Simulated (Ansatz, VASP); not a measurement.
## One calculation of SnO, two programs

```
Sn O
1.0
     3.29188    0.00000    0.00000
     0.00000    5.67631    0.00000
     0.00000    0.00000    3.71008
Sn O
2 2
Direct
  0.00000 0.23592 0.53448
  0.50000 0.76408 0.03448
  0.00000 0.88215 0.71552
  0.50000 0.11785 0.21552
```

Alike in both runs: functional LDA; k mesh 8 × 6 × 6; occupations gaussian, width 0.02 eV; no spin polarisation.

Ansatz relaxed the structure, and its values are those at the end. VASP's run is a single point on that final structure, the one shown.

```csv
,VASP,Ansatz
version,VASP 6.6.1,Ansatz 0.2.0
potentials or method,"VASP PAW LDA potentials, release 64 (Sn_d, O), cutoff 520 eV","scalar-relativistic, plane waves, PAW"
valence electrons in the cell,40,40
```

|  | VASP | Ansatz | Ansatz less VASP |
| --- | --- | --- | --- |
| gap on the k mesh at the Fermi level (eV) | 1.17 | 1.19 | +0.025 |
| least direct gap on the mesh (eV) | 1.81 | 1.84 | +0.032 |
| pressure (GPa) | 0.4 | 0.0 | -0.40 |
| rms of the force components (eV/Å) | 0.049 | 0.000 | -0.0488 |

LDA's correlation is that of Perdew and Zunger in VASP and of Perdew and Wang (1992) in Ansatz.
